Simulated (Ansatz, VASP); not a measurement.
K2S: VASP beside Ansatz

The input INCAR:

```
SYSTEM = K2S
PREC = Accurate
ENCUT = 500
EDIFF = 1E-6
ISMEAR = 0
SIGMA = 0.02
LREAL = .False.
LASPH = .True.
NELM = 120
ALGO = Normal
ISIF = 2
LWAVE = .False.
LCHARG = .False.
GGA = PE
NBANDS = 19
GGA_COMPAT = .False.
```

File KPOINTS:

```
regular mesh
0
Gamma
  6 6 6
  0 0 0
```

POSCAR

```
K2S
1.0
    0.0000000000      3.6544732461      3.6544732461
    3.6544732461      0.0000000000      3.6544732461
    3.6544732461      3.6544732461      0.0000000000
K S
2 1
Direct
    0.2500000000      0.2500000000      0.2500000000
    0.7500000000      0.7500000000      0.7500000000
    0.0000000000      0.0000000000      0.0000000000
```

Input for Ansatz:

```yaml
crystal:
  lattice:
    - [0.0, 3.6544732461, 3.6544732461]
    - [3.6544732461, 0.0, 3.6544732461]
    - [3.6544732461, 3.6544732461, 0.0]
  atoms:
    - { symbol: K, position: [0.25, 0.25, 0.25] }
    - { symbol: K, position: [0.75, 0.75, 0.75] }
    - { symbol: S, position: [0.0, 0.0, 0.0] }
basis:
  ecutwfc: 420
kpoints:
  mp_grid: { grid: [6, 6, 6] }
hamiltonian:
  xc: pbe
scf:
  occupations: { method: gaussian, width: 0.02 }
output:
  forces: true
  stress: true
  eigenvalues: true
```

Alike in both runs: task single point; functional PBE; k mesh 6 × 6 × 6; occupations gaussian, width 0.02 eV; no spin polarisation.

|  | VASP | Ansatz |
| --- | --- | --- |
| version | VASP 6.6.1 | Ansatz 0.2.0 |
| potentials or method | VASP PAW PBE potentials, release 64 (K_sv, S), cutoff 500 eV | scalar-relativistic, plane waves, PAW |
| valence electrons in the cell | 24 | 24 |

```tsv
	VASP	Ansatz	Ansatz less VASP
gap on the k mesh at the Fermi level (eV)	2.48	2.48	+0.002
least direct gap on the mesh (eV)	2.71	2.72	+0.004
pressure (GPa)	1.3	1.3	-0.04
```
